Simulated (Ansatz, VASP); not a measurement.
ZnO in VASP and in Ansatz

The input INCAR:

```
PREC = Accurate
ENCUT = 520
EDIFF = 1E-7
ISMEAR = 0
SIGMA = 0.01
LREAL = F
LASPH = T
NELM = 80
ALGO = Normal
ISIF = 2
LWAVE = F
LCHARG = F
GGA = PE
NBANDS = 26
```

File KPOINTS:

```
Automatic mesh
0
Gamma
  9 9 6
```

File POSCAR:

```
ZnO
1.0
    3.2498000000      0.0000000000      0.0000000000
   -1.6249000000      2.8144093572      0.0000000000
    0.0000000000      0.0000000000      5.2066000000
Zn O
2 2
Direct
    0.3333333333      0.6666666667      0.0000000000
    0.6666666667      0.3333333333      0.5000000000
    0.3333333333      0.6666666667      0.3850000000
    0.6666666667      0.3333333333      0.8850000000
```

Input for Ansatz:

```yaml
crystal:
  lattice:
    - [3.2498, 0.0, 0.0]
    - [-1.6249, 2.8144093572, 0.0]
    - [0.0, 0.0, 5.2066]
  atoms:
    - { symbol: Zn, position: [0.3333333333, 0.6666666667, 0.0] }
    - { symbol: Zn, position: [0.6666666667, 0.3333333333, 0.5] }
    - { symbol: O, position: [0.3333333333, 0.6666666667, 0.385] }
    - { symbol: O, position: [0.6666666667, 0.3333333333, 0.885] }
scf:
  occupations: { method: fixed }
output:
  eigenvalues: true
hamiltonian:
  xc: pbe
kpoints:
  mp_grid: { grid: [9, 9, 6] }
```

Alike in both runs: task single point; functional PBE; k mesh 9 × 9 × 6; no spin polarisation.

|  | VASP | Ansatz |
| --- | --- | --- |
| version | VASP 6.6.1 | Ansatz 0.2.0 |
| potentials or method | VASP PAW PBE potentials, release 64 (Zn, O) | scalar-relativistic, plane waves, PAW |
| plane-wave cutoff (eV) | 520 | 420 |
| occupations | gaussian, width 0.01 eV | fixed |
| valence electrons in the cell | 36 | 36 |

|  | VASP | Ansatz | Ansatz less VASP |
| --- | --- | --- | --- |
| gap on the k mesh at the Fermi level (eV) | 0.79 | 0.80 | +0.015 |
| least direct gap on the mesh (eV) | 0.79 | 0.80 | +0.015 |
